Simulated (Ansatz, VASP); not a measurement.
# KHf3 in VASP and in Ansatz

The input INCAR:

```
  PREC = Accurate
  ENCUT = 600
  EDIFF = 1E-6
  ISMEAR = 0
  SIGMA = 0.1
  LREAL = False
  LASPH = True
  NELM = 80
  ALGO = Fast
  ISIF = 3
  LWAVE = False
  LCHARG = False
  GGA = PE
  IBRION = 2
  NSW = 100
  EDIFFG = -0.01
```

Contents of KPOINTS:

```
regular mesh
0
Gamma
  10 10 10
```

File POSCAR:

```
KHf3
1.0
    4.6552550741      0.0000000000      0.0000000000
    0.0000000000      4.6552550741      0.0000000000
    0.0000000000      0.0000000000      4.6552550741
K Hf
1 3
Direct
    0.0000000000      0.0000000000      0.0000000000
    0.0000000000      0.5000000000      0.5000000000
    0.5000000000      0.0000000000      0.5000000000
    0.5000000000      0.5000000000      0.0000000000
```

Input for Ansatz:

```yaml
crystal:
  lattice:
    - [4.6552550741, 0.0, 0.0]
    - [0.0, 4.6552550741, 0.0]
    - [0.0, 0.0, 4.6552550741]
  atoms:
    - { symbol: K, position: [0.0, 0.0, 0.0] }
    - { symbol: Hf, position: [0.0, 0.5, 0.5] }
    - { symbol: Hf, position: [0.5, 0.0, 0.5] }
    - { symbol: Hf, position: [0.5, 0.5, 0.0] }
basis:
  ecutwfc: 420
kpoints:
  mp_grid: { grid: [10, 10, 10] }
hamiltonian:
  xc: pbe
scf:
  occupations: { method: gaussian, width: 0.1 }
output:
  forces: true
  stress: true
  eigenvalues: true
relax:
  adjacent_minimum: "off"
  f_tol: 0.01
  max_steps: 80
  cell: { stress_tol: 0.05 }
```

Alike in both runs: task relaxation of cell and atoms; functional PBE; k mesh 10 × 10 × 10; occupations gaussian, width 0.1 eV; no spin polarisation.

|  | VASP | Ansatz |
| --- | --- | --- |
| version | VASP 6.6.1 | Ansatz 0.2.0 |
| potentials or method | VASP PAW PBE potentials, release 64 (K_sv, Hf_pv), cutoff 600 eV | scalar-relativistic, plane waves, PAW |
| valence electrons in the cell | 39 | 87 |

|  | VASP | Ansatz | Ansatz less VASP |
| --- | --- | --- | --- |
| gap on the k mesh at the Fermi level, each at its own relaxed structure (eV) | none | none | - |
| relaxed volume (Å³/atom) | 25.02 | 25.08 | +0.055 |
| relaxed cell length with the largest relative difference (Å) | 4.643 | 4.646 | +0.0034 |

A gap of «none» marks a metal or a gap that the smearing closes. VASP's potentials hold 39 valence electrons a cell and Ansatz's 87, so a difference there can come from the potentials and not from the codes.

Spin-orbit coupling is off throughout.
